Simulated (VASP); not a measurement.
SiC, 2 atoms in the cell. It takes space group F-43m (No. 216, cubic). The conventional cell has a = 4.357 Å, b = 4.357 Å, c = 4.357 Å, α = 90.00°, β = 90.00°, γ = 90.00°. Si (site symmetry -43m) has 4 C at 1.89 Å within 2.5 Å. C (site symmetry -43m) has 4 Si at 1.89 Å within 2.5 Å. 

* Program: VASP 6.6.1
* Task: single point
* Functional: PBEsol
* Potentials or basis: VASP PAW PBE potentials, release 64 (Si, C)
* Cutoff: 520 eV
* k mesh: 10 × 10 × 10
* Occupations: gaussian, width 0.02 eV
* Spin: no spin polarisation
* Dipole correction: no
* Further INCAR settings: ALGO = Normal; EDIFF = 1e-06; NBANDS = 11

Potentials or basis: VASP PAW PBE potentials, release 64 (Si, C).

The run is started by

```console
$ cat potpaw_PBE.64/Si/POTCAR potpaw_PBE.64/C/POTCAR > POTCAR
$ mpirun -np 1 vasp_std > vasp.out
```

Hardware: 1 thread of AMD EPYC 7571 (shared host).

Task: Estimate the wall time of this run.

Result: Wall time 22 s on 1 thread of AMD EPYC 7571, with other jobs on the host, peak memory 0.1 GiB. Counts: scf iterations 12, k points 47.
